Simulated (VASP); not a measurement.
TaCd (L11 type):

```xyz
2
Lattice="1.4660 -0.8464 4.7889 0.0000 1.6928 4.7889 -1.4660 -0.8464 4.7889" Properties=species:S:1:pos:R:3 pbc="T T T"
Cd    0.0000    0.0000    0.0000
Ta    0.0000    0.0000    7.1833
```

| Property | Result |
| --- | --- |
| Program | VASP 6.6.1 |
| Task | relaxation of cell and atoms |
| Functional | LDA |
| Potentials or basis | VASP PAW LDA potentials, release 64 (Cd, Ta_pv) |
| Cutoff | 600 eV |
| k mesh | 13 × 13 × 13 |
| Occupations | fermi-dirac, width 0.03 eV |
| Spin | no spin polarisation |

At the start: pressure 2.3 GPa; volume 17.83 Å³/atom.

**Question.** How do energy, volume and symmetry change on relaxing?

**Answer.** Over 10 steps the energy falls by 30.7 meV/atom and the volume is 18.06 Å³/atom (+1.3 %); space group R-3m (No. 166, to 0.1 Å) before and after.

Step by step:
```csv
step,energy change (eV),largest force (eV/Å),pressure (GPa),volume (Å³)
1,0.0000,0.0000,2.29,35.65
2,-0.0529,0.0000,-3.24,36.93
3,-0.0546,0.0000,-2.52,36.73
4,-0.0527,0.0000,2.89,35.52
5,-0.0613,0.0000,-0.04,36.15
6,-0.0613,0.0000,-0.15,36.16
7,-0.0613,0.0000,-0.02,36.13
8,-0.0613,0.0000,-0.09,36.14
9,-0.0613,0.0000,0.06,36.11
10,-0.0613,0.0000,0.01,36.12
```

Final structure:
```xyz
2
Lattice="1.4411 -0.8320 5.0211 0.0000 1.6640 5.0211 -1.4411 -0.8320 5.0211" Properties=species:S:1:pos:R:3 pbc="T T T"
Cd    0.0000    0.0000    0.0000
Ta    0.0000    0.0000    7.5316
```
